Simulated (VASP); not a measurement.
# TaN (CsCl type) (Pm-3m) in VASP: a series of runs

The runs below take TaN (CsCl type) through single point, with PBE.

Everything below comes from runs of VASP 6.6.1. Logs are shortened: lines on timing, memory, paths and dates and some standing lists are left out, and cuts for length are marked.

## (1) The cell of the first run

Symmetry: Pm-3m, No. 221, cubic system. Conventional cell: a = 2.418 Å, b = 2.418 Å, c = 2.418 Å, α = 90.00°, β = 90.00°, γ = 90.00°. Within 2.8 Å of Ta (site symmetry m-3m) lie 8 N at 2.09 Å and 6 Ta at 2.42 Å. Within 2.8 Å of N (site symmetry m-3m) lie 8 Ta at 2.09 Å and 6 N at 2.42 Å.

## (2) Single point, PBE (volume scaled by 0.68)

File INCAR:

```
SYSTEM = TaN
PREC = Accurate
ENCUT = 520
EDIFF = 1E-6
ISMEAR = -1
SIGMA = 0.05
LREAL = .FALSE.
LASPH = .TRUE.
NELM = 80
ALGO = Normal
ISIF = 2
LWAVE = .FALSE.
LCHARG = .FALSE.
GGA = PE
NBANDS = 15
```

File KPOINTS:

```
regular mesh
0
G
  14 14 14
  0 0 0
```

File POSCAR:

```
TaN
1.0
    2.4181105352      0.0000000000      0.0000000000
    0.0000000000      2.4181105352      0.0000000000
    0.0000000000      0.0000000000      2.4181105352
Ta N
1 1
Direct
    0.0000000000      0.0000000000      0.0000000000
    0.5000000000      0.5000000000      0.5000000000
```

Potentials or basis: VASP PAW PBE potentials, release 64 (Ta_pv, N).

Command:

```
cat potpaw_PBE.64/Ta_pv/POTCAR potpaw_PBE.64/N/POTCAR > POTCAR
mpirun -np 1 vasp_std > vasp.out
```

OUTCAR:

```text
SYSTEM = TaN
   PREC = Accurate
   ENCUT = 520
   EDIFF = 1E-6
   ISMEAR = -1
   LREAL = .FALSE.
   LASPH = .TRUE.
   NELM = 80
   ISIF = 2
   GGA = PE

 ion  position               nearest neighbor table
   1  0.000  0.000  0.000-   2 2.09   2 2.09   2 2.09   2 2.09   2 2.09   2 2.09   2 2.09   2 2.09

   2  0.500  0.500  0.500-   1 2.09   1 2.09   1 2.09   1 2.09   1 2.09   1 2.09   1 2.09   1 2.09

  LATTYP: Found a simple cubic cell.
 ALAT       =     2.4181105352

  Lattice vectors:

 A1 = (   2.4181105352,   0.0000000000,   0.0000000000)
 A2 = (   0.0000000000,   2.4181105352,   0.0000000000)
 A3 = (   0.0000000000,   0.0000000000,   2.4181105352)

Analysis of symmetry for initial positions (statically):
=====================================================================
 Subroutine PRICEL returns:
 Original cell was already a primitive cell.

 Routine SETGRP: Setting up the symmetry group for a
 simple cubic supercell.

 Subroutine GETGRP returns: Found 48 space group operations
 (whereof 48 operations were pure point group operations)
 out of a pool of 48 trial point group operations.

The static configuration has the point symmetry O_h .

Analysis of symmetry for dynamics (positions and initial velocities):
=====================================================================
 Subroutine PRICEL returns:
 Original cell was already a primitive cell.

 Routine SETGRP: Setting up the symmetry group for a
 simple cubic supercell.

 Subroutine GETGRP returns: Found 48 space group operations
 (whereof 48 operations were pure point group operations)
 out of a pool of 48 trial point group operations.

The dynamic configuration has the point symmetry O_h .

 Subroutine INISYM returns: Found 48 space group operations
 (whereof 48 operations are pure point group operations),
 and found     1 'primitive' translations

----------------------------------------------------------------------------------------

                                     Primitive cell

  volume of cell :      14.1393

  direct lattice vectors                    reciprocal lattice vectors
     2.418110535  0.000000000  0.000000000     0.413546025  0.000000000  0.000000000
     0.000000000  2.418110535  0.000000000     0.000000000  0.413546025  0.000000000
     0.000000000  0.000000000  2.418110535     0.000000000  0.000000000  0.413546025

  length of vectors
[... 81 lines left out ...]
   NELM   =     80;   NELMIN=  2; NELMDL= -5     # of ELM steps
   EDIFF  = 0.1E-05   stopping-criterion for ELM
   LREAL  =      F    real-space projection
   EDIFFG = 0.1E-04   stopping-criterion for IOM
   NSW    =      0    number of steps for IOM
   IBRION =     -1    ionic relax: 0-MD 1-quasi-New 2-CG
   NFREE  =      0    steps in history (QN), initial steepest desc. (CG)
   ISIF   =      2    stress and relaxation
   ISYM   =      2    0-nonsym 1-usesym 2-fastsym
   POTIM  = 0.5000    time-step for ionic-motion
   TEBEG  =    0.0;   TEEND  =   0.0 temperature during run
   PSTRESS=    0.0 pullay stress
   NELECT =      16.0000    total number of electrons
   NUPDOWN=      -1.0000    fix difference up-down
   EMIN   =  10.00;   EMAX   =-10.00  energy-range for DOS
   EFERMI =   0.00;   METHOD = LEGACY
   ISMEAR =    -1;   SIGMA  =   0.05  broadening in eV -4-tet -1-fermi 0-gaus
   EFERMI_NEDOS =   21; number of points for ismear=-14 and -15
   IALGO  =     38    algorithm
   IMIX   =      4    mixing-type and parameters
     AMIX     =   0.40;   BMIX     =  1.00
     AMIX_MAG =   1.60;   BMIX_MAG =  1.00
  volume/ion in A,a.u.               =       7.07        47.71
  Fermi-wavevector in a.u.,A,eV,Ry     =   1.705972  3.223820 39.597606  2.910342
  Thomas-Fermi vector in A             =   2.785094
   LORBIT       =      0    0 simple, 1 ext, 2 COOP (PROOUT), +10 PAW based schemes
   GGA     = PE    functional components
[... 5 lines left out ...]
 non-spin polarized calculation
  energy-cutoff  :      520.00
  volume of cell :       14.14
 maximum number of plane-waves:       393
 NGX is ok and might be reduce to    18
   NGX =  9   NGY =  9   NGZ =  9

 number of electron      15.9999996 magnetization

 Free energy of the ion-electron system (eV)
  ---------------------------------------------------
  ext. energy  EPLUGINS =         0.00000000
  ---------------------------------------------------
  free energy    TOTEN  =       -16.63371717 eV

  energy without entropy =      -16.63351516  energy(sigma->0) =      -16.63361616

 E-fermi :  14.5734     XC(G=0): -15.9101

 val. band max:       14.4253663483   @ k =   0.2143   0.2143   0.0000
 cond. band min:      14.7671258098   @ k =   0.2857   0.2143   0.2143
 fundamental gap:      0.3417594615
 Fermi energy:        14.5734385665

 k-point     1 :       0.0000    0.0000    0.0000
  band No.  band energies     occupation
      1     -20.1714      2.00000
      2     -20.1714      2.00000
      3     -20.1714      2.00000
      4      -7.5836      2.00000
      5       6.7153      2.00000
      6       6.7153      2.00000
      7      10.9681      2.00000
      8      10.9681      2.00000
      9      10.9681      2.00000
     10      20.5243      0.00000
     11      20.5243      0.00000
     12      20.5243      0.00000
     13      23.0052      0.00000
     14      27.8981      0.00000
[... 401 lines left out ...]
      2     -21.3883      2.00000
      3     -19.6540      2.00000
      4      -3.8558      2.00000
      5       3.6262      2.00000
      6       7.3782      2.00000
      7       8.7014      2.00000
      8      10.5897      2.00000
      9      17.5770      0.00000
     10      18.0880      0.00000
     11      19.6651      0.00000
     12      21.3239      0.00000
     13      27.0302      0.00000
     14      27.9503      0.00000
     15      29.4807      0.00000

 [... further k-points ...]
[... 5 lines left out ...]
  --------------------------------------------------------------------------------------
  -------------------------------------------------------------------------------------
  Total       25.2149957     25.2149957     25.2149957     -0.0000000     -0.0000000      0.0000000
  in kB     2857.2025795   2857.2025795   2857.2025795     -0.0000000     -0.0000000      0.0000000
  external PRESSURE =    2857.2025795 kB  Pullay stress =       0.0000000 kB

 VOLUME and BASIS-vectors are now :
 -----------------------------------------------------------------------------
  energy-cutoff  :      520.00
  volume of cell :       14.14
      direct lattice vectors                 reciprocal lattice vectors
     2.418110535  0.000000000  0.000000000     0.413546025  0.000000000  0.000000000
     0.000000000  2.418110535  0.000000000     0.000000000  0.413546025  0.000000000
     0.000000000  0.000000000  2.418110535     0.000000000  0.000000000  0.413546025

 POSITION                                       TOTAL-FORCE (eV/Angst)
 -----------------------------------------------------------------------------------
      0.00000      0.00000      0.00000         0.000000      0.000000      0.000000
      1.20906      1.20906      1.20906         0.000000      0.000000      0.000000
 -----------------------------------------------------------------------------------
    total drift:                                0.000000     -0.000000     -0.000000

  FREE ENERGIE OF THE ION-ELECTRON SYSTEM (eV)
  ---------------------------------------------------
  free  energy   TOTEN  =       -16.6337171658 eV

  energy  without entropy=      -16.6335151578  energy(sigma->0) =      -16.63361616
```

OSZICAR:

```text
N       E                     dE             d eps       ncg     rms          rms(c)
DAV:   1     0.101433744980E+03    0.10143E+03   -0.85765E+03  3608   0.119E+03
DAV:   2    -0.166181619621E+02   -0.11805E+03   -0.11123E+03  4349   0.329E+02
DAV:   3    -0.189945177702E+02   -0.23764E+01   -0.23688E+01  3929   0.451E+01
DAV:   4    -0.189996427492E+02   -0.51250E-02   -0.51235E-02  4426   0.229E+00
DAV:   5    -0.189996538026E+02   -0.11053E-04   -0.11053E-04  4048   0.102E-01    0.458E+01
DAV:   6    -0.167045698553E+02    0.22951E+01   -0.30437E+00  4062   0.223E+01    0.217E+01
DAV:   7    -0.166557441007E+02    0.48826E-01   -0.33340E-01  3775   0.507E+00    0.112E+01
DAV:   8    -0.166363954598E+02    0.19349E-01   -0.19729E-02  3964   0.119E+00    0.223E+00
DAV:   9    -0.166336864343E+02    0.27090E-02   -0.28840E-03  4069   0.583E-01    0.864E-02
DAV:  10    -0.166337289862E+02   -0.42552E-04   -0.10032E-04  3922   0.112E-01    0.589E-02
DAV:  11    -0.166337169421E+02    0.12044E-04   -0.11938E-05  4188   0.451E-02    0.138E-02
DAV:  12    -0.166337171658E+02   -0.22369E-06   -0.77986E-07  2210   0.934E-03
   1 F= -.16633717E+02 E0= -.16633616E+02  d E =-.202008E-03
```

stdout:

```text
POSCAR found type information on POSCAR TaN
 POSCAR found :  2 types and       2 ions
 scaLAPACK will be used
 LDA part: xc-table for (Slater+PW92), standard interpolation
 POSCAR, INCAR and KPOINTS ok, starting setup
 FFT: planning ... GRIDC
 FFT: planning ... GRID_SOFT
 FFT: planning ... GRID
 WAVECAR not read
 entering main loop
```

Wall time 11 s (1 thread of Intel Xeon Platinum 8559C (Emerald Rapids), shared host); peak memory 0.14 GiB.

Results:

| Quantity | Value |
| --- | --- |
| Free energy | -16.6337 eV |
| Pressure | 285.7 GPa |
| Band gap on the k mesh | zero (band 8 reaches 24.25 eV, above the bottom of band 9 at 10.92 eV) |

Levels at points of the mesh, in eV from the Fermi level:
```csv
k point,band 5,band 6,band 7,band 8,band 9,band 10,band 11,band 12
"(0.00, 0.00, 0.00)",-7.86,-7.86,-3.61,-3.61,-3.61,5.95,5.95,5.95
"(0.50, 0.00, 0.00)",-13.33,-7.17,-7.17,-5.83,6.11,7.13,8.08,8.08
"(0.50, 0.50, 0.00)",-7.34,-7.34,-5.01,-3.32,0.41,0.41,2.60,11.15
"(0.50, 0.50, 0.50)",-13.80,-13.80,-13.80,9.68,9.68,9.68,11.76,11.76
```

Caveat: spin-orbit coupling is left out, which moves the levels of the heavy elements.

[end of part 1 of 2]
